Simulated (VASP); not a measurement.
# Ta2Si3 (P4/mmm) in VASP: single point with PBE

Aim: the single point of Ta2Si3 with PBE.

Everything below comes from runs of VASP 6.6.1. Logs are shortened: lines on timing, memory, paths and dates and some standing lists are left out, and cuts for length are marked.

**1. The cell of the first run**

It takes space group P4/mmm (No. 123, tetragonal). The conventional cell has a = 4.348 Å, b = 4.348 Å, c = 4.423 Å, α = 90.00°, β = 90.00°, γ = 90.00°. Ta (site symmetry mmm) has 2 Si at 2.17 Å within 2.9 Å. Si (site symmetry 4/mmm) has 2 Si at 2.21 Å within 2.9 Å. Within 2.9 Å of Si (site symmetry 4/mmm) lie 4 Ta at 2.17 Å and 2 Si at 2.21 Å. Si (site symmetry 4/mmm) has 12 Si at 3.07 to 3.79 Å and 8 Ta at 3.10 Å within 4.0 Å.

**2. Single point, PBE**

INCAR reads:

```
PREC = Accurate
ENCUT = 520
EDIFF = 1E-7
ISMEAR = 0
SIGMA = 0.1
LREAL = F
LASPH = T
NELM = 60
ALGO = Normal
ISIF = 2
LWAVE = F
LCHARG = T
GGA = PE
LELF = T
LVHAR = T
NBANDS = 25
```

KPOINTS reads:

```
Automatic mesh
0
Gamma
  4 4 4
```

POSCAR reads:

```
Ta2Si3
1.0
    4.3481968700      0.0000000000      0.0000000000
    0.0000000000      4.3481968700      0.0000000000
    0.0000000000      0.0000000000      4.4233519300
Ta Si
2 3
Direct
    0.0000000000      0.5000000000      0.5000000000
    0.5000000000      0.0000000000      0.5000000000
    0.5000000000      0.5000000000      0.0000000000
    0.5000000000      0.5000000000      0.5000000000
    0.0000000000      0.0000000000      0.0000000000
```

Potentials or basis: VASP PAW PBE potentials, release 64 (Ta_pv, Si).

Command:

```
$ cat potpaw_PBE.64/Ta_pv/POTCAR potpaw_PBE.64/Si/POTCAR > POTCAR
$ mpirun -np 1 vasp_std > vasp.out
```

OUTCAR:

```text
PREC = Accurate
   ENCUT = 520
   EDIFF = 1E-7
   ISMEAR = 0
   LREAL = F
   LASPH = T
   NELM = 60
   ISIF = 2
   GGA = PE

 ion  position               nearest neighbor table
   1  0.000  0.500  0.500-   4 2.17   4 2.17   2 3.07   2 3.07   2 3.07   2 3.07   3 3.10   5 3.10
                             5 3.10   5 3.10   3 3.10   3 3.10   3 3.10   5 3.10
   2  0.500  0.000  0.500-   4 2.17   4 2.17   1 3.07   1 3.07   1 3.07   1 3.07   3 3.10   3 3.10
                             5 3.10   3 3.10   3 3.10   5 3.10   5 3.10   5 3.10
   3  0.500  0.500  0.000-   4 2.21   4 2.21   5 3.07   5 3.07   5 3.07   5 3.07   1 3.10   2 3.10
                             2 3.10   2 3.10   1 3.10   1 3.10   1 3.10   2 3.10
   4  0.500  0.500  0.500-   1 2.17   2 2.17   2 2.17   1 2.17   3 2.21   3 2.21
   5  0.000  0.000  0.000-   3 3.07   3 3.07   3 3.07   3 3.07   2 3.10   1 3.10   2 3.10   1 3.10
                             2 3.10   1 3.10   2 3.10   1 3.10

  LATTYP: Found a simple tetragonal cell.
 ALAT       =     4.3481968700
 C/A-ratio  =     1.0172841898

  Lattice vectors:

 A1 = (   4.3481968700,   0.0000000000,   0.0000000000)
 A2 = (   0.0000000000,   4.3481968700,   0.0000000000)
 A3 = (   0.0000000000,   0.0000000000,   4.4233519300)

Analysis of symmetry for initial positions (statically):
=====================================================================
 Subroutine PRICEL returns:
 Original cell was already a primitive cell.

 Routine SETGRP: Setting up the symmetry group for a
 simple tetragonal supercell.

 Subroutine GETGRP returns: Found 16 space group operations
 (whereof 16 operations were pure point group operations)
 out of a pool of 16 trial point group operations.

The static configuration has the point symmetry D_4h.

Analysis of symmetry for dynamics (positions and initial velocities):
=====================================================================
 Subroutine PRICEL returns:
 Original cell was already a primitive cell.

 Routine SETGRP: Setting up the symmetry group for a
 simple tetragonal supercell.

 Subroutine GETGRP returns: Found 16 space group operations
 (whereof 16 operations were pure point group operations)
 out of a pool of 16 trial point group operations.

The dynamic configuration has the point symmetry D_4h.

 Subroutine INISYM returns: Found 16 space group operations
 (whereof 16 operations are pure point group operations),
 and found     1 'primitive' translations

----------------------------------------------------------------------------------------

                                     Primitive cell

  volume of cell :      83.6315

  direct lattice vectors                    reciprocal lattice vectors
     4.348196870  0.000000000  0.000000000     0.229980387  0.000000000  0.000000000
     0.000000000  4.348196870  0.000000000     0.000000000  0.229980387  0.000000000
     0.000000000  0.000000000  4.423351930     0.000000000  0.000000000  0.226072900

  length of vectors
     4.348196870  4.348196870  4.423351930     0.229980387  0.229980387  0.226072900

  position of ions in fractional coordinates (direct lattice)
     0.000000000  0.500000000  0.500000000
     0.500000000  0.000000000  0.500000000
     0.500000000  0.500000000  0.000000000
     0.500000000  0.500000000  0.500000000
     0.000000000  0.000000000  0.000000000

  ion indices of the primitive-cell ions
   primitive index   ion index
                 1           1
                 2           2
                 3           3
                 4           4
                 5           5

----------------------------------------------------------------------------------------

 KPOINTS: Automatic mesh

Automatic generation of k-mesh.
 Grid dimensions read from file:
 generate k-points for:    4    4    4

 Generating k-lattice:

  Cartesian coordinates                     Fractional coordinates (reciprocal lattice)
     0.057495097  0.000000000  0.000000000     0.250000000  0.000000000  0.000000000
     0.000000000  0.057495097  0.000000000     0.000000000  0.250000000  0.000000000
     0.000000000  0.000000000  0.056518225     0.000000000  0.000000000  0.250000000

  Length of vectors
     0.057495097  0.057495097  0.056518225

  Shift w.r.t. Gamma in fractional coordinates (k-lattice)
     0.000000000  0.000000000  0.000000000

 Subroutine IBZKPT returns following result:
 ===========================================

 Found     18 irreducible k-points:

 Following reciprocal coordinates:
            Coordinates               Weight
  0.000000  0.000000  0.000000      1.000000
  0.250000  0.000000  0.000000      4.000000
  0.500000  0.000000  0.000000      2.000000
  0.250000  0.250000  0.000000      4.000000
  0.500000  0.250000  0.000000      4.000000
  0.500000  0.500000  0.000000      1.000000
[... 10 lines left out ...]
  0.500000  0.250000  0.500000      4.000000
  0.500000  0.500000  0.500000      1.000000
   k-points           NKPTS =     18   k-points in BZ     NKDIM =     18   number of bands    NBANDS=     25
   number of dos      NEDOS =    301   number of ions     NIONS =      5
   total plane-waves  NPLWV =  36864
   dimension x,y,z NGX =    32 NGY =   32 NGZ =   36
   dimension x,y,z NGXF=    64 NGYF=   64 NGZF=   72
   ions per type =               2   3
   NGX,Y,Z   is equivalent  to a cutoff of  12.23, 12.23, 13.53 a.u.
   NGXF,Y,Z  is equivalent  to a cutoff of  24.47, 24.47, 27.06 a.u.
 SYSTEM =  unknown system
   PREC   = accura    normal or accurate (medium, high low for compatibility)
   ISTART =      0    job   : 0-new  1-cont  2-samecut
   ICHARG =      2    charge: 1-file 2-atom 10-const
   ISPIN  =      1    spin polarized calculation?
   LNONCOLLINEAR =      F non collinear calculations
   LSORBIT =      F    spin-orbit coupling
   LASPH  =      T    aspherical Exc in radial PAW
   ENCUT  =  520.0 eV  38.22 Ry    6.18 a.u.   8.08  8.08  8.22*2*pi/ulx,y,z
   NELM   =     60;   NELMIN=  2; NELMDL= -5     # of ELM steps
   EDIFF  = 0.1E-06   stopping-criterion for ELM
   LREAL  =      F    real-space projection
   EDIFFG = 0.1E-05   stopping-criterion for IOM
   NSW    =      0    number of steps for IOM
   IBRION =     -1    ionic relax: 0-MD 1-quasi-New 2-CG
   NFREE  =      0    steps in history (QN), initial steepest desc. (CG)
   ISIF   =      2    stress and relaxation
   ISYM   =      2    0-nonsym 1-usesym 2-fastsym
   POTIM  = 0.5000    time-step for ionic-motion
   TEBEG  =    0.0;   TEEND  =   0.0 temperature during run
   PSTRESS=    0.0 pullay stress
   NELECT =      34.0000    total number of electrons
   NUPDOWN=      -1.0000    fix difference up-down
   EMIN   =  10.00;   EMAX   =-10.00  energy-range for DOS
   EFERMI =   0.00;   METHOD = LEGACY
   ISMEAR =     0;   SIGMA  =   0.10  broadening in eV -4-tet -1-fermi 0-gaus
   EFERMI_NEDOS =   21; number of points for ismear=-14 and -15
   IALGO  =     38    algorithm
   IMIX   =      4    mixing-type and parameters
     AMIX     =   0.40;   BMIX     =  1.00
     AMIX_MAG =   1.60;   BMIX_MAG =  1.00
  volume/ion in A,a.u.               =      16.73       112.87
  Fermi-wavevector in a.u.,A,eV,Ry     =   1.212768  2.291800 20.011544  1.470807
  Thomas-Fermi vector in A             =   2.348242
   LORBIT       =      0    0 simple, 1 ext, 2 COOP (PROOUT), +10 PAW based schemes
   GGA     = PE    functional components
   LHFCALC =     F    Hartree Fock is set to
   AEXX    =    0.0000 exact exchange contribution
   IVDW    =     0    specifies the selected vdW correction
   LEPSILON=     F    determine dielectric tensor
   LRPA    =     F    only Hartree local field effects (RPA)
 non-spin polarized calculation
 Gauss-broadening in eV      SIGMA  =   0.10
  energy-cutoff  :      520.00
  volume of cell :       83.63
 maximum number of plane-waves:      2280
   NGX = 17   NGY = 17   NGZ = 17

 number of electron      34.0000008 magnetization

 Free energy of the ion-electron system (eV)
  ---------------------------------------------------
  ext. energy  EPLUGINS =         0.00000000
  ---------------------------------------------------
  free energy    TOTEN  =       -33.10400482 eV

  energy without entropy =      -33.09534526  energy(sigma->0) =      -33.09967504

 E-fermi :   7.5358     XC(G=0): -11.4249

 val. band max:        7.4565564116   @ k =   0.5000   0.2500   0.0000
 cond. band min:       7.5850145597   @ k =   0.2500   0.2500   0.5000
 fundamental gap:      0.1284581481
 Fermi energy:         7.5357867083

 k-point     1 :       0.0000    0.0000    0.0000
  band No.  band energies     occupation
      1     -27.2449      2.00000
      2     -27.2449      2.00000
      3     -27.0817      2.00000
      4     -26.9865      2.00000
      5     -26.7662      2.00000
      6     -26.7662      2.00000
[... 17 lines left out ...]
     24      10.9445      0.00000
     25      11.9528      0.00000

 k-point     2 :       0.2500    0.0000    0.0000
  band No.  band energies     occupation
      1     -27.2142      2.00000
      2     -27.1982      2.00000
      3     -27.0675      2.00000
      4     -27.0002      2.00000
      5     -26.8234      2.00000
      6     -26.8164      2.00000
[... 17 lines left out ...]
     24      10.3412      0.00000
     25      11.0246      0.00000

 k-point     3 :       0.5000    0.0000    0.0000
  band No.  band energies     occupation
      1     -27.1712      2.00000
      2     -27.1340      2.00000
      3     -27.0336      2.00000
      4     -27.0336      2.00000
      5     -26.8928      2.00000
      6     -26.8841      2.00000
[... 384 lines left out ...]
 k-point    17 :       0.5000    0.2500    0.5000
  band No.  band energies     occupation
      1     -27.3651      2.00000
      2     -27.0508      2.00000
      3     -27.0404      2.00000
      4     -27.0403      2.00000
      5     -26.9488      2.00000
      6     -26.7245      2.00000
[... 17 lines left out ...]
     24      10.9998      0.00000
     25      11.9842      0.00000

 k-point    18 :       0.5000    0.5000    0.5000
  band No.  band energies     occupation
      1     -27.4559      2.00000
      2     -27.1182      2.00000
      3     -27.0398      2.00000
      4     -27.0398      2.00000
      5     -26.8684      2.00000
      6     -26.6569      2.00000
[... 17 lines left out ...]
     24      12.3148      0.00000
     25      12.3148      0.00000

------------------------ aborting loop because EDIFF is reached ----------------------------------------

  FORCE on cell =-STRESS in cart. coord.  units (eV):
  Direction    XX          YY          ZZ          XY          YZ          ZX
  --------------------------------------------------------------------------------------
  -------------------------------------------------------------------------------------
  Total       19.4856661     19.4856661     -3.5334099      0.0000000      0.0000000      0.0000000
  in kB      373.2982431    373.2982431    -67.6915891      0.0000000      0.0000000      0.0000000
  external PRESSURE =     226.3016324 kB  Pullay stress =       0.0000000 kB

 VOLUME and BASIS-vectors are now :
 -----------------------------------------------------------------------------
  energy-cutoff  :      520.00
  volume of cell :       83.63
      direct lattice vectors                 reciprocal lattice vectors
     4.348196870  0.000000000  0.000000000     0.229980387  0.000000000  0.000000000
     0.000000000  4.348196870  0.000000000     0.000000000  0.229980387  0.000000000
     0.000000000  0.000000000  4.423351930     0.000000000  0.000000000  0.226072900

 POSITION                                       TOTAL-FORCE (eV/Angst)
 -----------------------------------------------------------------------------------
      0.00000      2.17410      2.21168         0.000000      0.000000      0.000000
      2.17410      0.00000      2.21168         0.000000      0.000000      0.000000
      2.17410      2.17410      0.00000         0.000000      0.000000      0.000000
      2.17410      2.17410      2.21168         0.000000      0.000000      0.000000
      0.00000      0.00000      0.00000         0.000000      0.000000      0.000000
 -----------------------------------------------------------------------------------
    total drift:                                0.000000     -0.000000     -0.000000

  FREE ENERGIE OF THE ION-ELECTRON SYSTEM (eV)
  ---------------------------------------------------
  free  energy   TOTEN  =       -33.1040048188 eV

  energy  without entropy=      -33.0953452636  energy(sigma->0) =      -33.09967504
```

It took 15 s on 1 thread of Intel Xeon 6975P-C (Granite Rapids), shared host; peak memory 0.19 GiB.

What came out:

```
Free energy            : -33.1040 eV
Pressure               : 22.6 GPa
Band gap on the k mesh : zero (band 17 reaches 8.19 eV, above the bottom of band 18 at 7.24 eV)
```

Levels at points of the mesh, in eV from the Fermi level:
| k point | band 13 | band 14 | band 15 | band 16 | band 17 | band 18 | band 19 | band 20 | band 21 | band 22 |
| --- | --- | --- | --- | --- | --- | --- | --- | --- | --- | --- |
| (0.00, 0.00, 0.00) | -3.26 | -2.04 | -2.04 | -1.24 | -0.80 | 0.06 | 1.07 | 1.62 | 1.62 | 2.02 |
| (0.50, 0.00, 0.00) | -2.56 | -2.26 | -1.97 | -1.26 | -1.16 | 0.25 | 0.97 | 0.98 | 1.28 | 1.29 |
| (0.50, 0.50, 0.00) | -3.72 | -3.22 | -1.99 | -0.31 | -0.31 | 2.07 | 2.52 | 2.52 | 2.72 | 2.81 |
| (0.00, 0.00, 0.50) | -3.24 | -1.21 | -0.40 | -0.40 | 0.38 | 0.38 | 1.07 | 1.69 | 2.08 | 3.51 |
| (0.50, 0.00, 0.50) | -2.55 | -2.15 | -1.34 | -1.00 | -0.64 | -0.30 | 0.67 | 0.85 | 1.61 | 1.91 |
| (0.50, 0.50, 0.50) | -4.37 | -2.60 | -0.53 | -0.53 | 0.66 | 0.66 | 1.02 | 1.69 | 1.99 | 2.32 |

Caveat: the k points lie up to 0.36 Å⁻¹ apart; spin-orbit coupling is left out, which moves the levels of the heavy elements.
